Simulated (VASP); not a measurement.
Sb:

```
Sb
1.0
     0.00000    2.50498    2.50498
     2.50498    0.00000    2.50498
     2.50498    2.50498    0.00000
Sb
1
Direct
  0.00000 0.00000 0.00000
```

```yaml
Program: VASP 6.6.1
Task: relaxation of cell and atoms
Functional: PBE
Potentials_or_basis: VASP PAW PBE potentials, release 64 (Sb)
Cutoff: 600 eV
k_mesh: 6 × 6 × 6
Occupations: gaussian, width 0.1 eV
Spin: no spin polarisation
```

At the start: pressure -5.9 GPa; volume 31.44 Å³/atom.

How do energy, volume and symmetry change on relaxing?

Over 3 steps the energy falls by 81.7 meV/atom and the volume is 27.44 Å³/atom (-12.7 %); space group Fm-3m (No. 225, to 0.05 Å).

Step by step:
```
step  energy change (eV)  largest force (eV/Å)  pressure (GPa)  volume (Å³)
   1              0.0000                0.0000           -5.86        31.44
   2             -0.0754                0.0000            2.18        26.49
   3             -0.0817                0.0000            0.01        27.44
```

Final structure:
```cif
data_structure
_symmetry_space_group_name_H-M 'P 1'
_symmetry_Int_Tables_number 1
_cell_length_a 3.3856
_cell_length_b 3.3856
_cell_length_c 3.3856
_cell_angle_alpha 60.000
_cell_angle_beta 60.000
_cell_angle_gamma 60.000
_cell_volume 27.44
loop_
_atom_site_label
_atom_site_type_symbol
_atom_site_fract_x
_atom_site_fract_y
_atom_site_fract_z
_atom_site_occupancy
Sb1 Sb 0.00000 0.00000 0.00000 1
```

Caveat: the k points lie up to 0.38 Å⁻¹ apart in the final cell.
